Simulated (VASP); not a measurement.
Input of a VASP 6.6.1 run:

INCAR

```
SYSTEM = BiTe
PREC     = Accurate       ! precision mode
ENCUT    = 520            ! plane-wave cutoff, eV
EDIFF    = 1E-7           ! SCF threshold, eV
ISMEAR   = 0              ! smearing method
SIGMA    = 0.05           ! smearing width, eV
LREAL    = .FALSE.        ! projectors in reciprocal space
LASPH    = .TRUE.         ! aspherical terms in the spheres
NELM     = 150            ! most SCF steps
ALGO     = Normal         ! electronic algorithm
ISIF     = 2              ! what is computed and relaxed
LWAVE    = .FALSE.        ! write WAVECAR
LCHARG   = .FALSE.        ! write CHGCAR
ISPIN    = 2              ! spin polarisation
MAGMOM   = 0.5 0.5        ! initial moments
LORBIT   = 11             ! projections on sites
GGA      = PE             ! functional
NBANDS   = 22             ! bands
```

File KPOINTS:

```
Automatic mesh
0
G
  1 1 21
  0 0 0
```

The input POSCAR:

```
BiTe
1.0
   11.6000000000      0.0000000000      0.0000000000
    0.0000000000      9.3000000000      0.0000000000
    0.0000000000      0.0000000000      3.1111902877
Bi Te
1 1
Direct
    0.3858429120      0.5000000000      0.0000000000
    0.6141570880      0.5000000000      0.5000000000
```

Potentials or basis: VASP PAW PBE potentials, release 64 (Bi_d, Te).

Launch:

```bash
$ cat potpaw_PBE.64/Bi_d/POTCAR potpaw_PBE.64/Te/POTCAR > POTCAR
$ mpirun -np 1 vasp_std > vasp.out
```

What does it give for the net moment?

0.00 μB per cell.
